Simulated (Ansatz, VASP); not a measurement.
Al: VASP beside Ansatz

The input INCAR:

```
SYSTEM = Al
ALGO = Normal ; EDIFF = 1E-6
ENCUT = 500 ; GGA = PS
GGA_COMPAT = .False. ; ISIF = 2
ISMEAR = 0 ; LASPH = .True.
LCHARG = .False. ; LREAL = .False.
LWAVE = .False. ; NBANDS = 8
NELM = 120 ; PREC = Accurate
SIGMA = 0.1
```

Contents of KPOINTS:

```
k-points
0
Gamma
  8 8 8
  0 0 0
```

File POSCAR:

```
Al
1.0
    0.0000000000      2.0194648500      2.0194648500
    2.0194648500      0.0000000000      2.0194648500
    2.0194648500      2.0194648500      0.0000000000
Al
1
Direct
    0.0000000000      0.0000000000      0.0000000000
```

Input for Ansatz:

```yaml
crystal:
  lattice:
    - [0.0, 2.01946485, 2.01946485]
    - [2.01946485, 0.0, 2.01946485]
    - [2.01946485, 2.01946485, 0.0]
  atoms:
    - { symbol: Al, position: [0.0, 0.0, 0.0] }
basis:
  ecutwfc: 420
kpoints:
  mp_grid: { grid: [8, 8, 8] }
hamiltonian:
  xc: pbesol
scf:
  occupations: { method: gaussian, width: 0.1 }
output:
  forces: true
  stress: true
  eigenvalues: true
```

Alike in both runs: task single point; functional PBEsol; k mesh 8 × 8 × 8; occupations gaussian, width 0.1 eV; no spin polarisation.

```csv
,VASP,Ansatz
version,VASP 6.6.1,Ansatz 0.2.0
potentials or method,"VASP PAW PBE potentials, release 64 (Al), cutoff 500 eV","scalar-relativistic, plane waves, PAW"
valence electrons in the cell,3,3
```

Ansatz gave:

* gap on the k mesh at the Fermi level (eV): none
* pressure (GPa): -1.3

Which values does VASP return?

gap on the k mesh at the Fermi level (eV): none; pressure (GPa): -1.2.

VASP's potentials were made for PBE, not for PBEsol. A gap of «none» marks a metal or a gap that the smearing closes.
